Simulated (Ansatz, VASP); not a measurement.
This is a calculation of Hf for VASP 6.6.1.

File INCAR:

```
ALGO = Fast
EDIFF = 1E-7
ENCUT = 520
GGA = CA
ISIF = 2
ISMEAR = -1
LASPH = T
LCHARG = T
LELF = T
LREAL = F
LVHAR = T
LWAVE = F
NBANDS = 11
NELM = 60
PREC = Accurate
SIGMA = 0.05
```

Contents of KPOINTS:

```
k-points
0
Gamma
  10 10 10
```

Contents of POSCAR:

```
Hf
1.0
   -1.7928855410      1.7928855410      1.7928855410
    1.7928855410     -1.7928855410      1.7928855410
    1.7928855410      1.7928855410     -1.7928855410
Hf
1
Direct
    0.0000000000      0.0000000000      0.0000000000
```

Potentials or basis: VASP PAW LDA potentials, release 64 (Hf_pv).

The run is started by

```console
$ cat potpaw_LDA.64/Hf_pv/POTCAR > POTCAR
$ mpirun -np 1 vasp_std > vasp.out
```

Translate it to Ansatz 0.2.0. Potentials there: all-electron LAPW, scalar-relativistic.

As run (the cutoff follows the program's own potentials):

The input input.yaml:

```yaml
crystal:
  lattice:
    - [-1.792885541, 1.792885541, 1.792885541]
    - [1.792885541, -1.792885541, 1.792885541]
    - [1.792885541, 1.792885541, -1.792885541]
  atoms:
    - { symbol: Hf, position: [0.0, 0.0, 0.0] }
kpoints:
  mp_grid: { grid: [10, 10, 10] }
scf:
  occupations: { method: fermi_dirac, width: 0.05 }
hamiltonian:
  xc: lda
  pseudopotentials: { kind: all_electron, lapw: { basis_error: 0.001 } }
output:
  forces: true
  stress: true
  eigenvalues: true
```

Potentials or basis: all-electron LAPW, scalar-relativistic.

Command:

```console
$ ansatz run input.yaml --threads 1 --pin off --max-ram 3072MiB --backend cpu --events-out ev --progress --plain --runs-dir out
```

Both were run:

|  | VASP | Ansatz | Ansatz less VASP |
| --- | --- | --- | --- |
| gap on the k mesh at the Fermi level (eV) | none | none | - |
| pressure (GPa) | -11.2 | -11.2 | -0.02 |

LDA's correlation is that of Perdew and Zunger in VASP and of Perdew and Wang (1992) in Ansatz. A gap of «none» marks a metal or a gap that the smearing closes. Ansatz ran all-electron here, and VASP with PAW potentials.

Neither program's run includes spin-orbit coupling.
